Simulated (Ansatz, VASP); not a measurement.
Two plane-wave programs on Al

```
CELL_PARAMETERS angstrom
2.73928 0.00000 0.00000
-1.36964 2.37228 0.00000
0.00000 0.00000 9.24105
ATOMIC_POSITIONS crystal
Al 0.95687 0.00000 0.00000
Al 0.33333 0.66667 0.25000
Al 0.04313 0.00000 0.50000
Al 0.66667 0.33333 0.75000
```

Change from the starting cell: mode 4 frozen in at -0.121 Å, equal normal strain along x and y -0.0267.

Alike in both runs: task single point; functional PBE; dispersion D3(BJ); k mesh 18 × 18 × 4; occupations gaussian, width 0.15 eV; no spin polarisation.

|  | VASP | Ansatz |
| --- | --- | --- |
| version | VASP 6.6.1 | Ansatz 0.2.0 |
| potentials or method | VASP PAW PBE potentials, release 64 (Al), cutoff 520 eV | scalar-relativistic, plane waves, PAW |
| valence electrons in the cell | 12 | 12 |

|  | VASP | Ansatz | Ansatz less VASP |
| --- | --- | --- | --- |
| gap on the k mesh at the Fermi level (eV) | none | none | - |
| pressure (GPa) | 5.5 | 5.5 | 0.00 |
| traceless stress, the component that is largest in VASP (GPa) | -1.98 | -1.98 | -0.001 |
| rms of the force components (eV/Å) | 0.046 | 0.046 | +0.0002 |

Atom by atom the forces differ by 0.000 eV/Å (rms over components). A gap of «none» marks a metal or a gap that the smearing closes.
